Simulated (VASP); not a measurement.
**P: single point with PBEsol**

The system is P.

```
P
1.0
     1.72573    0.99635    3.12968
    -1.72573    0.99635    3.12968
     0.00000   -1.99270    3.12968
P
2
Direct
  0.13171 0.13171 0.34171
  0.86829 0.86829 0.65829
```

This cell differs from its parent crystal: shortest bond scaled by 0.58.

```json
{
  "Program": "VASP 6.6.1",
  "Task": "single point",
  "Functional": "PBEsol",
  "Potentials or basis": "VASP PAW PBE potentials, release 64 (P)",
  "Cutoff": "520 eV",
  "k mesh": "11 × 11 × 11",
  "Occupations": "fermi-dirac, width 0.05 eV",
  "Spin": "no spin polarisation",
  "Dipole correction": "no",
  "Further INCAR settings": "ALGO = Normal; EDIFF = 1e-06; NBANDS = 12"
}
```

```
Pressure               : 191.1 GPa
Largest force          : 82.977 eV/Å
Band gap on the k mesh : zero (bands 5 and 6 overlap by 1.94 eV)
```

Forces in eV/Å, atoms in the order of the input:
```
P     0.000  71.889  41.439
P     0.000 -71.889 -41.439
```

Stress tensor (GPa, compression positive):
```
  6.94   0.00   0.00
  0.00 429.00 235.65
  0.00 235.65 137.49
```

Levels at points of the mesh, in eV from the Fermi level:
```
           k point  band 1  band 2  band 3  band 4  band 5  band 6  band 7  band 8  band 9  band 10
(0.00, 0.00, 0.00)  -16.28   -3.88   -3.41   -2.55   -1.11    0.80    1.40    7.55    7.78     8.24
```

It took 100 s on 1 thread of AMD EPYC 7R43 64-Core Processor (Zen 3), on a shared host, peak memory 0.19 GiB.

Caveat: the cell differs from its parent crystal (shortest bond scaled by 0.58); atoms lie so close that the PAW spheres overlap strongly, which falsifies energies and pressures; the stress differs along the axes, from 7 to 429 GPa; the PAW data sets were made with another functional, which shifts forces and pressure a little.
